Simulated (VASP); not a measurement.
Here is a VASP 6.6.1 calculation.

The input INCAR:

```
SYSTEM = BiTe
ALGO = Normal
EDIFF = 1E-6
ENCUT = 520
GGA = PE
ISIF = 2
ISMEAR = 0
LASPH = .TRUE.
LCHARG = .FALSE.
LREAL = .FALSE.
LWAVE = .FALSE.
NBANDS = 18
NELM = 80
PREC = Accurate
SIGMA = 0.05
```

Contents of KPOINTS:

```
k-points
0
G
  10 10 10
  0 0 0
```

POSCAR

```
BiTe
1.0
    3.9133058495      0.0000000000      0.0000000000
    0.0000000000      3.9133058495      0.0000000000
    0.0000000000      0.0000000000      3.9133058495
Bi Te
1 1
Direct
    0.0000000000      0.0000000000      0.0000000000
    0.5000000000      0.5000000000      0.5000000000
```

Potentials or basis: VASP PAW PBE potentials, release 64 (Bi_d, Te).

Command:

```bash
$ cat potpaw_PBE.64/Bi_d/POTCAR potpaw_PBE.64/Te/POTCAR > POTCAR
$ mpirun -np 1 vasp_std > vasp.out
```

(1) Estimate the pressure.

Results:

(1) 0.2 GPa.
